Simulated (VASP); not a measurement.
Here is a VASP 6.6.1 calculation.

Contents of INCAR:

```
SYSTEM = CaO
  PREC = Accurate
  ENCUT = 520
  EDIFF = 1E-6
  ISMEAR = 0
  SIGMA = 0.01
  LREAL = .FALSE.
  LASPH = .TRUE.
  NELM = 80
  ALGO = Normal
  ISIF = 2
  LWAVE = .FALSE.
  LCHARG = .TRUE.
  GGA = PE
  LELF = .TRUE.
  LVHAR = .TRUE.
  NBANDS = 15
```

Contents of KPOINTS:

```
Automatic mesh
0
G
  6 6 6
  0 0 0
```

Contents of POSCAR:

```
CaO
1.0
    2.9032089656      0.0000000000      0.0000000000
    0.0000000000      2.9032089656      0.0000000000
    0.0000000000      0.0000000000      2.9032089656
Ca O
1 1
Direct
    0.0000000000      0.0000000000      0.0000000000
    0.5000000000      0.5000000000      0.5000000000
```

Potentials or basis: VASP PAW PBE potentials, release 64 (Ca_sv, O).

Launch:

```sh
$ cat potpaw_PBE.64/Ca_sv/POTCAR potpaw_PBE.64/O/POTCAR > POTCAR
$ mpirun -np 1 vasp_std > vasp.out
```

(1) Predict the pressure.

(2) Estimate the band gap on the k mesh.

Results:

(1) 4.3 GPa.

(2) 2.76 eV, indirect (least direct gap 3.06 eV).
